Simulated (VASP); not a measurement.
# Te2Mo (Fm-3m) in VASP: settings compared

The runs below take Te2Mo through single point, with PBEsol, r2SCAN, PBE-based screened hybrid with 30 % exact exchange.

All numbers are computed with VASP 6.6.1; they aren't measurements. Logs are shortened: lines on timing, memory, paths and dates and some standing lists are left out, and cuts for length are marked.

### 1 The cell of the first run

Symmetry: Fm-3m, No. 225, cubic system. The conventional cell has a = 6.630 Å, b = 6.630 Å, c = 6.630 Å, α = 90.00°, β = 90.00°, γ = 90.00°. Within 3.8 Å of Mo (site symmetry m-3m) lie 8 Te at 2.87 Å. Te (site symmetry -43m) has 4 Mo at 2.87 Å and 6 Te at 3.31 Å within 3.8 Å.

### 2 Single point, PBEsol

Contents of INCAR:

```
SYSTEM = Te2Mo
ALGO = Normal
EDIFF = 1E-6
ENCUT = 500
GGA = PS
GGA_COMPAT = .False.
ISIF = 2
ISMEAR = -5
LASPH = .True.
LCHARG = .True.
LELF = .True.
LREAL = .False.
LVHAR = .True.
LWAVE = .False.
NBANDS = 20
NELM = 120
PREC = Accurate
SIGMA = 0.1
```

Contents of KPOINTS:

```
k-points
0
Gamma
  4 4 4
  0 0 0
```

Contents of POSCAR:

```
Te2Mo
1.0
    0.0000000000      3.3148317929      3.3148317929
    3.3148317929      0.0000000000      3.3148317929
    3.3148317929      3.3148317929      0.0000000000
Mo Te
1 2
Direct
    0.0000000000      0.0000000000      0.0000000000
    0.2500000000      0.2500000000      0.2500000000
    0.7500000000      0.7500000000      0.7500000000
```

Potentials or basis: VASP PAW PBE potentials, release 64 (Mo_sv, Te).

The run is started by

```sh
$ cat potpaw_PBE.64/Mo_sv/POTCAR potpaw_PBE.64/Te/POTCAR > POTCAR
$ mpirun -np 1 vasp_std > vasp.out
```

OUTCAR:

```text
SYSTEM = Te2Mo
   EDIFF = 1E-6
   ENCUT = 500
   GGA = PS
   ISIF = 2
   ISMEAR = -5
   LASPH = .True.
   LREAL = .False.
   NELM = 120
   PREC = Accurate

 ion  position               nearest neighbor table
   1  0.000  0.000  0.000-   2 2.87   3 2.87   3 2.87   3 2.87   3 2.87   2 2.87   2 2.87   2 2.87

   2  0.250  0.250  0.250-   1 2.87   1 2.87   1 2.87   1 2.87   3 3.31   3 3.31   3 3.31   3 3.31
                             3 3.31   3 3.31
   3  0.750  0.750  0.750-   1 2.87   1 2.87   1 2.87   1 2.87   2 3.31   2 3.31   2 3.31   2 3.31
                             2 3.31   2 3.31

  LATTYP: Found a face centered cubic cell.
 ALAT       =     6.6296635858

  Lattice vectors:

 A1 = (   0.0000000000,   3.3148317929,   3.3148317929)
 A2 = (   3.3148317929,   0.0000000000,   3.3148317929)
 A3 = (   3.3148317929,   3.3148317929,   0.0000000000)

Analysis of symmetry for initial positions (statically):
=====================================================================
 Subroutine PRICEL returns:
 Original cell was already a primitive cell.

 Routine SETGRP: Setting up the symmetry group for a
 face centered cubic supercell.

 Subroutine GETGRP returns: Found 48 space group operations
 (whereof 48 operations were pure point group operations)
 out of a pool of 48 trial point group operations.

The static configuration has the point symmetry O_h .

Analysis of symmetry for dynamics (positions and initial velocities):
=====================================================================
 Subroutine PRICEL returns:
 Original cell was already a primitive cell.

 Routine SETGRP: Setting up the symmetry group for a
 face centered cubic supercell.

 Subroutine GETGRP returns: Found 48 space group operations
 (whereof 48 operations were pure point group operations)
 out of a pool of 48 trial point group operations.

The dynamic configuration has the point symmetry O_h .

 Subroutine INISYM returns: Found 48 space group operations
 (whereof 48 operations are pure point group operations),
 and found     1 'primitive' translations

----------------------------------------------------------------------------------------

                                     Primitive cell

  volume of cell :      72.8475

  direct lattice vectors                    reciprocal lattice vectors
     0.000000000  3.314831793  3.314831793    -0.150837216  0.150837216  0.150837216
     3.314831793  0.000000000  3.314831793     0.150837216 -0.150837216  0.150837216
[... 72 lines left out ...]
   EDIFF  = 0.1E-05   stopping-criterion for ELM
   LREAL  =      F    real-space projection
   EDIFFG = 0.1E-04   stopping-criterion for IOM
   NSW    =      0    number of steps for IOM
   IBRION =     -1    ionic relax: 0-MD 1-quasi-New 2-CG
   NFREE  =      0    steps in history (QN), initial steepest desc. (CG)
   ISIF   =      2    stress and relaxation
   ISYM   =      2    0-nonsym 1-usesym 2-fastsym
   POTIM  = 0.5000    time-step for ionic-motion
   TEBEG  =    0.0;   TEEND  =   0.0 temperature during run
   PSTRESS=    0.0 pullay stress
   NELECT =      26.0000    total number of electrons
   NUPDOWN=      -1.0000    fix difference up-down
   EMIN   =  10.00;   EMAX   =-10.00  energy-range for DOS
   EFERMI =   0.00;   METHOD = LEGACY
   ISMEAR =    -5;   SIGMA  =   0.10  broadening in eV -4-tet -1-fermi 0-gaus
   EFERMI_NEDOS =   21; number of points for ismear=-14 and -15
   IALGO  =     38    algorithm
   IMIX   =      4    mixing-type and parameters
     AMIX     =   0.40;   BMIX     =  1.00
     AMIX_MAG =   1.60;   BMIX_MAG =  1.00
  volume/ion in A,a.u.               =      24.28       163.87
  Fermi-wavevector in a.u.,A,eV,Ry     =   1.161256  2.194455 18.347652  1.348514
  Thomas-Fermi vector in A             =   2.297829
   LORBIT       =      0    0 simple, 1 ext, 2 COOP (PROOUT), +10 PAW based schemes
   GGA     = PS    functional components
   LHFCALC =     F    Hartree Fock is set to
   AEXX    =    0.0000 exact exchange contribution
   IVDW    =     0    specifies the selected vdW correction
   LEPSILON=     F    determine dielectric tensor
   LRPA    =     F    only Hartree local field effects (RPA)
 non-spin polarized calculation
 Fermi weights with tetrahedron method with Bloechl corrections
  energy-cutoff  :      500.00
  volume of cell :       72.85
 maximum number of plane-waves:      1868
 NGX is ok and might be reduce to    36
   NGX = 17   NGY = 17   NGZ = 17

 number of electron      26.0000001 magnetization

 Free energy of the ion-electron system (eV)
  ---------------------------------------------------
  ext. energy  EPLUGINS =         0.00000000
  ---------------------------------------------------
  free energy    TOTEN  =       -18.18554790 eV

  energy without entropy =      -18.18554790  energy(sigma->0) =      -18.18554790

 E-fermi :   8.6465     XC(G=0): -10.7436

 val. band max:        8.9229683949   @ k =   0.0000   0.0000   0.0000
 cond. band min:       8.5059088230   @ k =   0.2500   0.2500   0.0000
 fundamental gap:     -0.4170595719
 Fermi energy:         8.6464566248

 k-point     1 :       0.0000    0.0000    0.0000
  band No.  band energies     occupation
      1     -51.7943      2.00000
      2     -25.9393      2.00000
      3     -25.9393      2.00000
      4     -25.9393      2.00000
      5      -4.9854      2.00000
      6      -0.3419      2.00000
[... 173 lines left out ...]
     19      13.7879      0.00000
     20      16.4498      0.00000

------------------------ aborting loop because EDIFF is reached ----------------------------------------

  FORCE on cell =-STRESS in cart. coord.  units (eV):
  Direction    XX          YY          ZZ          XY          YZ          ZX
  --------------------------------------------------------------------------------------
  -------------------------------------------------------------------------------------
  Total       -1.0756676     -1.0756676     -1.0756676     -0.0000000     -0.0000000      0.0000000
  in kB      -23.6577910    -23.6577910    -23.6577910     -0.0000000     -0.0000000      0.0000000
  external PRESSURE =     -23.6577910 kB  Pullay stress =       0.0000000 kB

 VOLUME and BASIS-vectors are now :
 -----------------------------------------------------------------------------
  energy-cutoff  :      500.00
  volume of cell :       72.85
      direct lattice vectors                 reciprocal lattice vectors
     0.000000000  3.314831793  3.314831793    -0.150837216  0.150837216  0.150837216
     3.314831793  0.000000000  3.314831793     0.150837216 -0.150837216  0.150837216
     3.314831793  3.314831793  0.000000000     0.150837216  0.150837216 -0.150837216

 POSITION                                       TOTAL-FORCE (eV/Angst)
 -----------------------------------------------------------------------------------
      0.00000      0.00000      0.00000        -0.000000      0.000000     -0.000000
      1.65742      1.65742      1.65742        -0.000000     -0.000000      0.000000
      4.97225      4.97225      4.97225         0.000000     -0.000000     -0.000000
 -----------------------------------------------------------------------------------
    total drift:                               -0.000000      0.000000      0.000000

  FREE ENERGIE OF THE ION-ELECTRON SYSTEM (eV)
  ---------------------------------------------------
  free  energy   TOTEN  =       -18.1855479017 eV

  energy  without entropy=      -18.1855479017  energy(sigma->0) =      -18.18554790
```

stdout:

```text
POSCAR found type information on POSCAR MoTe
 POSCAR found :  2 types and       3 ions
 scaLAPACK will be used
 -----------------------------------------------------------------------------
[... 23 lines left out ...]
|     Tetrahedron method does not include variations of the Fermi             |
|     occupations, so forces and stress will be inaccurate. We suggest        |
|     using a different smearing scheme ISMEAR = 1 or 2 for metals in         |
|     relaxations.                                                            |
|                                                                             |
 -----------------------------------------------------------------------------
```

Wall time 12 s (1 thread of Intel Xeon Platinum 8488C (Sapphire Rapids), shared host); peak memory 0.2 GiB.

Results:

```
Free energy            : -18.1855 eV
Pressure               : -2.4 GPa
Band gap on the k mesh : zero (bands 13 and 14 overlap by 0.74 eV)
```

Caveat: the k points lie up to 0.41 Å⁻¹ apart, too coarse for converged energies and pressures of a metal; the PAW data sets were made with another functional, which shifts forces and pressure a little; spin-orbit coupling is left out, which moves the levels of the heavy elements; tetrahedron occupations give inexact forces and stress in metals.

### 3 Single point, r2SCAN

POSCAR is that of step 2.

Contents of INCAR.step1:

```
SYSTEM = Te2Mo
ALGO = Normal ; EDIFF = 1E-5
ENCUT = 550 ; GGA = PE
GGA_COMPAT = .FALSE. ; ISMEAR = -1
LASPH = .TRUE. ; LCHARG = .FALSE.
LREAL = .FALSE. ; LWAVE = .TRUE.
NBANDS = 20 ; NELM = 120
PREC = Accurate ; SIGMA = 0.02
```

Contents of INCAR.step2:

```
SYSTEM = Te2Mo
ALGO = Normal ; EDIFF = 1E-6
ENCUT = 550 ; GGA_COMPAT = .FALSE.
ISIF = 2 ; ISMEAR = -1
ISTART = 1 ; LASPH = .TRUE.
LCHARG = .TRUE. ; LELF = .TRUE.
LMIXTAU = .TRUE. ; LREAL = .FALSE.
LVHAR = .TRUE. ; LWAVE = .FALSE.
METAGGA = R2SCAN ; NBANDS = 20
NELM = 120 ; PREC = Accurate
SIGMA = 0.02
```

Contents of KPOINTS:

```
k-points
0
G
  4 4 4
  0 0 0
```

Potentials or basis: VASP PAW PBE potentials, release 64 (Mo_sv, Te).

The run is started by

```sh
$ cat potpaw_PBE.64/Mo_sv/POTCAR potpaw_PBE.64/Te/POTCAR > POTCAR
$ cp INCAR.step1 INCAR
$ mpirun -np 1 vasp_std > vasp.out
$ cp INCAR.step2 INCAR
$ mpirun -np 1 vasp_std > vasp.out
```

Run time: 39 s. Hardware: 1 thread of Intel Xeon Platinum 8488C (Sapphire Rapids), shared host; peak memory 0.22 GiB.

The run converged. Its results:

```
Free energy            : -76.0146 eV
Pressure               : 1.3 GPa
Band gap on the k mesh : zero (bands 13 and 14 overlap by 0.73 eV)
```

Levels at points of the mesh, in eV from the Fermi level:
| k point | band 9 | band 10 | band 11 | band 12 | band 13 | band 14 | band 15 | band 16 | band 17 | band 18 |
| --- | --- | --- | --- | --- | --- | --- | --- | --- | --- | --- |
| (0.00, 0.00, 0.00) | -5.20 | -0.71 | -0.71 | 0.24 | 0.24 | 0.24 | 3.49 | 3.49 | 3.49 | 3.80 |
| (0.50, 0.00, 0.00) | -3.31 | -2.63 | -2.63 | -2.27 | -0.41 | -0.41 | 1.52 | 3.43 | 3.43 | 6.56 |
| (0.50, 0.50, 0.00) | -4.90 | -1.76 | -1.76 | -0.79 | -0.11 | 1.50 | 2.55 | 4.04 | 4.04 | 4.14 |

Caveat: the k points lie up to 0.41 Å⁻¹ apart, too coarse for converged energies and pressures of a metal; the PAW data sets were made with another functional, which shifts forces and pressure a little; spin-orbit coupling is left out, which moves the levels of the heavy elements.

[end of part 1 of 2]
